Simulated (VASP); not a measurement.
# AlN (Fm-3m) in VASP: settings compared, part 2 of 2

VASP 6.6.1.

### 5 Single point, r2SCAN

File POSCAR:

```
AlN
1.0
    0.0000000000      2.0352629404      2.0352629404
    2.0352629404      0.0000000000      2.0352629404
    2.0352629404      2.0352629404      0.0000000000
Al N
1 1
Direct
    0.0000000000      0.0000000000      0.0000000000
    0.5000000000      0.5000000000      0.5000000000
```

File INCAR.step1:

```
  PREC = Accurate
  ENCUT = 660
  ISMEAR = 0
  SIGMA = 0.02
  LREAL = False
  LASPH = True
  NELM = 120
  NBANDS = 11
  GGA = PE
  ALGO = Normal
  EDIFF = 1E-5
  LWAVE = True
  LCHARG = False
  GGA_COMPAT = False
```

File INCAR.step2:

```
  PREC = Accurate
  ENCUT = 660
  EDIFF = 1E-6
  ISMEAR = 0
  SIGMA = 0.02
  LREAL = False
  LASPH = True
  NELM = 120
  ALGO = Normal
  ISIF = 2
  LWAVE = False
  LCHARG = False
  METAGGA = R2SCAN
  LMIXTAU = True
  NBANDS = 11
  ISTART = 1
  GGA_COMPAT = False
```

File KPOINTS:

```
Automatic mesh
0
Gamma
  10 10 10
```

Potentials or basis: VASP PAW PBE potentials, release 64 (Al, N).

Launch:

```bash
$ cat potpaw_PBE.64/Al/POTCAR potpaw_PBE.64/N/POTCAR > POTCAR
$ cp INCAR.step1 INCAR
$ mpirun -np 1 vasp_std > vasp.out
$ cp INCAR.step2 INCAR
$ mpirun -np 1 vasp_std > vasp.out
```

OUTCAR:

```text
PREC = Accurate
   ENCUT = 660
   EDIFF = 1E-6
   ISMEAR = 0
   LREAL = False
   LASPH = True
   NELM = 120
   ISIF = 2
   METAGGA = R2SCAN
   ISTART = 1

 ion  position               nearest neighbor table
   1  0.000  0.000  0.000-   2 2.04   2 2.04   2 2.04   2 2.04   2 2.04   2 2.04
   2  0.500  0.500  0.500-   1 2.04   1 2.04   1 2.04   1 2.04   1 2.04   1 2.04

  LATTYP: Found a face centered cubic cell.
 ALAT       =     4.0705258808

  Lattice vectors:

 A1 = (   0.0000000000,   2.0352629404,   2.0352629404)
 A2 = (   2.0352629404,   0.0000000000,   2.0352629404)
 A3 = (   2.0352629404,   2.0352629404,   0.0000000000)

Analysis of symmetry for initial positions (statically):
=====================================================================
 Subroutine PRICEL returns:
 Original cell was already a primitive cell.

 Routine SETGRP: Setting up the symmetry group for a
 face centered cubic supercell.

 Subroutine GETGRP returns: Found 48 space group operations
 (whereof 48 operations were pure point group operations)
 out of a pool of 48 trial point group operations.

The static configuration has the point symmetry O_h .

Analysis of symmetry for dynamics (positions and initial velocities):
=====================================================================
 Subroutine PRICEL returns:
 Original cell was already a primitive cell.

 Routine SETGRP: Setting up the symmetry group for a
 face centered cubic supercell.

 Subroutine GETGRP returns: Found 48 space group operations
 (whereof 48 operations were pure point group operations)
 out of a pool of 48 trial point group operations.

The dynamic configuration has the point symmetry O_h .

 Subroutine INISYM returns: Found 48 space group operations
 (whereof 48 operations are pure point group operations),
 and found     1 'primitive' translations

----------------------------------------------------------------------------------------

                                     Primitive cell

  volume of cell :      16.8613

  direct lattice vectors                    reciprocal lattice vectors
     0.000000000  2.035262940  2.035262940    -0.245668503  0.245668503  0.245668503
     2.035262940  0.000000000  2.035262940     0.245668503 -0.245668503  0.245668503
     2.035262940  2.035262940  0.000000000     0.245668503  0.245668503 -0.245668503

  length of vectors
     2.878296453  2.878296453  2.878296453     0.425510329  0.425510329  0.425510329

  position of ions in fractional coordinates (direct lattice)
     0.000000000  0.000000000  0.000000000
     0.500000000  0.500000000  0.500000000

  ion indices of the primitive-cell ions
   primitive index   ion index
                 1           1
                 2           2

----------------------------------------------------------------------------------------

 KPOINTS: Automatic mesh

Automatic generation of k-mesh.
 Grid dimensions read from file:
 generate k-points for:   10   10   10

 Generating k-lattice:

  Cartesian coordinates                     Fractional coordinates (reciprocal lattice)
    -0.024566850  0.024566850  0.024566850     0.100000000  0.000000000  0.000000000
     0.024566850 -0.024566850  0.024566850     0.000000000  0.100000000  0.000000000
     0.024566850  0.024566850 -0.024566850     0.000000000  0.000000000  0.100000000

  Length of vectors
     0.042551033  0.042551033  0.042551033

  Shift w.r.t. Gamma in fractional coordinates (k-lattice)
     0.000000000  0.000000000  0.000000000

 Subroutine IBZKPT returns following result:
 ===========================================

 Found     47 irreducible k-points:

 Following reciprocal coordinates:
            Coordinates               Weight
  0.000000  0.000000  0.000000      1.000000
  0.100000  0.000000  0.000000      8.000000
  0.200000  0.000000  0.000000      8.000000
  0.300000  0.000000  0.000000      8.000000
  0.400000  0.000000  0.000000      8.000000
  0.500000  0.000000  0.000000      4.000000
[... 16 lines left out ...]
  0.300000  0.300000  0.000000      6.000000
  0.400000  0.300000  0.000000     24.000000
 [... further k-points ...]
   k-points           NKPTS =     47   k-points in BZ     NKDIM =     47   number of bands    NBANDS=     11
   number of dos      NEDOS =    301   number of ions     NIONS =      2
   total plane-waves  NPLWV =  13824
   dimension x,y,z NGX =    24 NGY =   24 NGZ =   24
   dimension x,y,z NGXF=    48 NGYF=   48 NGZF=   48
   ions per type =               1   1
   NGX,Y,Z   is equivalent  to a cutoff of  13.86, 13.86, 13.86 a.u.
   NGXF,Y,Z  is equivalent  to a cutoff of  27.72, 27.72, 27.72 a.u.
 SYSTEM =  unknown system
   PREC   = accura    normal or accurate (medium, high low for compatibility)
   ISTART =      1    job   : 0-new  1-cont  2-samecut
   ICHARG =      0    charge: 1-file 2-atom 10-const
   ISPIN  =      1    spin polarized calculation?
   LNONCOLLINEAR =      F non collinear calculations
   LSORBIT =      F    spin-orbit coupling
   LASPH  =      T    aspherical Exc in radial PAW
   ENCUT  =  660.0 eV  48.51 Ry    6.96 a.u.   6.03  6.03  6.03*2*pi/ulx,y,z
   NELM   =    120;   NELMIN=  2; NELMDL=  0     # of ELM steps
   EDIFF  = 0.1E-05   stopping-criterion for ELM
   LREAL  =      F    real-space projection
   EDIFFG = 0.1E-04   stopping-criterion for IOM
   NSW    =      0    number of steps for IOM
   IBRION =     -1    ionic relax: 0-MD 1-quasi-New 2-CG
   NFREE  =      0    steps in history (QN), initial steepest desc. (CG)
   ISIF   =      2    stress and relaxation
   ISYM   =      2    0-nonsym 1-usesym 2-fastsym
   POTIM  = 0.5000    time-step for ionic-motion
   TEBEG  =    0.0;   TEEND  =   0.0 temperature during run
   PSTRESS=    0.0 pullay stress
   NELECT =       8.0000    total number of electrons
   NUPDOWN=      -1.0000    fix difference up-down
   EMIN   =  10.00;   EMAX   =-10.00  energy-range for DOS
   EFERMI =   0.00;   METHOD = LEGACY
   ISMEAR =     0;   SIGMA  =   0.02  broadening in eV -4-tet -1-fermi 0-gaus
   EFERMI_NEDOS =   21; number of points for ismear=-14 and -15
   IALGO  =     38    algorithm
   IMIX   =      4    mixing-type and parameters
     AMIX     =   0.40;   BMIX     =  1.00
     AMIX_MAG =   1.60;   BMIX_MAG =  1.00
  volume/ion in A,a.u.               =       8.43        56.89
  Fermi-wavevector in a.u.,A,eV,Ry     =   1.276853  2.412903 22.182314  1.630354
  Thomas-Fermi vector in A             =   2.409486
   LORBIT       =      0    0 simple, 1 ext, 2 COOP (PROOUT), +10 PAW based schemes
   METAGGA = R2SCAN    functional components
   LHFCALC =     F    Hartree Fock is set to
   AEXX    =    0.0000 exact exchange contribution
   IVDW    =     0    specifies the selected vdW correction
   LEPSILON=     F    determine dielectric tensor
   LRPA    =     F    only Hartree local field effects (RPA)
 non-spin polarized calculation
 Gauss-broadening in eV      SIGMA  =   0.02
  energy-cutoff  :      660.00
  volume of cell :       16.86
 maximum number of plane-waves:       662
   NGX = 13   NGY = 13   NGZ = 13

 number of electron       8.0000000 magnetization

 Free energy of the ion-electron system (eV)
  ---------------------------------------------------
  ext. energy  EPLUGINS =         0.00000000
  ---------------------------------------------------
  free energy    TOTEN  =       -18.88643512 eV

  energy without entropy =      -18.88643512  energy(sigma->0) =      -18.88643512

 E-fermi :   9.6927     XC(G=0): -12.7782

 val. band max:        9.5166327209   @ k =   0.0000   0.0000   0.0000
 cond. band min:      14.7991930160   @ k =   0.5000   0.5000   0.0000
 fundamental gap:      5.2825602951
 Fermi energy:         9.6927223563

 k-point     1 :       0.0000    0.0000    0.0000
  band No.  band energies     occupation
      1      -8.7007      2.00000
      2       9.5166      2.00000
      3       9.5166      2.00000
      4       9.5166      2.00000
      5      15.7342      0.00000
      6      22.3596      0.00000
      7      22.3596      0.00000
      8      22.3596      0.00000
      9      27.9370      0.00000
     10      27.9370      0.00000
     11      28.0935      0.00000
[... 309 lines left out ...]
 k-point    24 :       0.4000    0.3000    0.0000
  band No.  band energies     occupation
      1      -5.7467      2.00000
      2       3.5823      2.00000
      3       6.7027      2.00000
      4       7.2012      2.00000
      5      16.3673      0.00000
      6      17.1533      0.00000
      7      22.6210      0.00000
      8      26.0727      0.00000
      9      26.9192      0.00000
     10      32.1618      0.00000
     11      35.5217      0.00000

 [... further k-points ...]
[... 5 lines left out ...]
  --------------------------------------------------------------------------------------
  -------------------------------------------------------------------------------------
  Total       -0.7456202     -0.7456202     -0.7456202      0.0000000     -0.0000000     -0.0000000
  in kB      -70.8494797    -70.8494797    -70.8494797      0.0000000     -0.0000000     -0.0000000
  external PRESSURE =     -70.8494797 kB  Pullay stress =       0.0000000 kB

 VOLUME and BASIS-vectors are now :
 -----------------------------------------------------------------------------
  energy-cutoff  :      660.00
  volume of cell :       16.86
      direct lattice vectors                 reciprocal lattice vectors
     0.000000000  2.035262940  2.035262940    -0.245668503  0.245668503  0.245668503
     2.035262940  0.000000000  2.035262940     0.245668503 -0.245668503  0.245668503
     2.035262940  2.035262940  0.000000000     0.245668503  0.245668503 -0.245668503

 POSITION                                       TOTAL-FORCE (eV/Angst)
 -----------------------------------------------------------------------------------
      0.00000      0.00000      0.00000         0.000000      0.000000      0.000000
      2.03526      2.03526      2.03526        -0.000000     -0.000000     -0.000000
 -----------------------------------------------------------------------------------
    total drift:                               -0.000000     -0.000000      0.000000

  FREE ENERGIE OF THE ION-ELECTRON SYSTEM (eV)
  ---------------------------------------------------
  free  energy   TOTEN  =       -18.8864351155 eV

  energy  without entropy=      -18.8864351155  energy(sigma->0) =      -18.88643512
```

It took 24 s on 1 thread of Intel Xeon Platinum 8488C (Sapphire Rapids), shared host; peak memory 0.14 GiB.

What came out:

```yaml
Free_energy: -18.8864 eV
Pressure: -7.1 GPa
Band_gap_on_the_k_mesh: 5.28 eV, indirect (least direct gap 6.22 eV)
```

Levels at points of the mesh, in eV from the valence-band top:
```csv
k point,band 1,band 2,band 3,band 4,band 5,band 6,band 7,band 8,band 9
"(0.00, 0.00, 0.00)",-18.22,0.00,0.00,0.00,6.22,12.84,12.84,12.84,18.42
"(0.50, 0.00, 0.00)",-15.06,-8.31,-1.12,-1.12,6.78,11.74,11.74,14.32,17.25
"(0.50, 0.50, 0.00)",-14.12,-7.41,-2.84,-2.84,5.28,6.01,15.11,18.37,18.37
```

Caveat: the PAW data sets were made with another functional, which shifts forces and pressure a little.

### 6 Single point, PBE

File INCAR:

```
PREC = Accurate
ENCUT = 600
EDIFF = 1E-6
ISMEAR = 0
SIGMA = 0.15
LREAL = False
LASPH = True
NELM = 120
ALGO = Normal
ISIF = 2
LWAVE = False
LCHARG = False
GGA = PE
NBANDS = 11
GGA_COMPAT = False
```

File KPOINTS:

```
Automatic mesh
0
Gamma
  5 5 5
```

File POSCAR:

```
AlN
1.0
    0.0000000000      2.0357889375      2.0357889375
    2.0357889375      0.0000000000      2.0357889375
    2.0357889375      2.0357889375      0.0000000000
Al N
1 1
Direct
    0.5000000000      0.5000000000      0.5000000000
    0.0000000000      0.0000000000      0.0000000000
```

Potentials or basis: VASP PAW PBE potentials, release 64 (Al, N).

Launch:

```bash
$ cat potpaw_PBE.64/Al/POTCAR potpaw_PBE.64/N/POTCAR > POTCAR
$ mpirun -np 1 vasp_std > vasp.out
```

Run time: 4.9 s. Hardware: 1 thread of Intel Xeon 8259CL, shared host; peak memory 0.13 GiB.

It converged, with:

| Property | Result |
| --- | --- |
| Free energy | -14.5278 eV |
| Pressure | -0.6 GPa |
| Band gap on the k mesh | 5.01 eV, indirect (least direct gap 5.37 eV) |

Levels at points of the mesh, in eV from the valence-band top:
| k point | band 1 | band 2 | band 3 | band 4 | band 5 | band 6 | band 7 | band 8 |
| --- | --- | --- | --- | --- | --- | --- | --- | --- |
| (0.00, 0.00, 0.00) | -17.37 | 0.00 | 0.00 | 0.00 | 5.37 | 12.08 | 12.08 | 12.08 |

Caveat: the k points lie up to 0.53 Å⁻¹ apart. PBE gaps usually lie below the measured ones, often by a third to a half.

### 7 Overview

```tsv
task	level	cell	k mesh	cutoff (eV)	smearing	gap on the mesh (eV)	pressure (GPa)
single point	PBE	a = 2.878 Å, angles 60.0°, 2 atoms	10 × 10 × 10	520	gaussian 0.02 eV	4.41	-0.2
relaxation of cell and atoms	PBE	relaxed from a = 2.878 Å, angles 60.0°, 2 atoms	10 × 10 × 10	600	gaussian 0.02 eV	4.43	0.0
relaxation of cell and atoms	PBE	relaxed from a = 3.285 Å, angles 60.0°, 2 atoms	5 × 5 × 5	600	gaussian 0.15 eV	5.00	-0.7
single point	r2SCAN	a = 2.878 Å, angles 60.0°, 2 atoms	10 × 10 × 10	660	gaussian 0.02 eV	5.28	-7.1
single point	PBE	a = 2.879 Å, angles 60.0°, 2 atoms	5 × 5 × 5	600	gaussian 0.15 eV	5.01	-0.6
```

Alike in all rows: potentials or basis VASP PAW PBE potentials, release 64 (Al, N); no spin polarisation.

Caveats: some runs use coarse meshes; the PAW data sets were made with another functional, which shifts forces and pressure a little (some runs).

Absolute energies hang on the potentials; compare differences alone.
